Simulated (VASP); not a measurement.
Write the native input for VASP 6.6.1 that does the following.

- Task: single point
- Functional: PBE
- Potentials or basis: VASP PAW PBE potentials, release 64 (Al)
- Cutoff: 520 eV
- k mesh: 20 × 20 × 20
- Occupations: gaussian, width 0.15 eV
- Spin: no spin polarisation
- Dipole correction: no
- Further INCAR settings: ALGO = Fast; EDIFF = 1e-07; NBANDS = 8

The structure of Al lies in POSCAR:

```
Al
1.0
    0.0000000000      2.0239800000      2.0239800000
    2.0239800000      0.0000000000      2.0239800000
    2.0239800000      2.0239800000      0.0000000000
Al
1
Direct
    0.0000000000      0.0000000000      0.0000000000
```

These files were run (other wordings do the same):

INCAR

```
ALGO = Fast
EDIFF = 1E-7
ENCUT = 520
GGA = PE
ISIF = 2
ISMEAR = 0
LASPH = True
LCHARG = False
LREAL = False
LWAVE = False
NBANDS = 8
NELM = 100
PREC = Accurate
SIGMA = 0.15
```

KPOINTS

```
k-points
0
Gamma
  20 20 20
```

Potentials or basis: VASP PAW PBE potentials, release 64 (Al).

The run is started by

```sh
$ cat potpaw_PBE.64/Al/POTCAR > POTCAR
$ mpirun -np 1 vasp_std > vasp.out
```

Results of the run:

| Property | Result |
| --- | --- |
| Pressure | -0.5 GPa |

It took 26 s on 1 thread of Intel(R) Xeon(R) Platinum 8259CL CPU @ 2.50GHz (Skylake/Cascade Lake), on a shared host, peak memory 0.15 GiB.
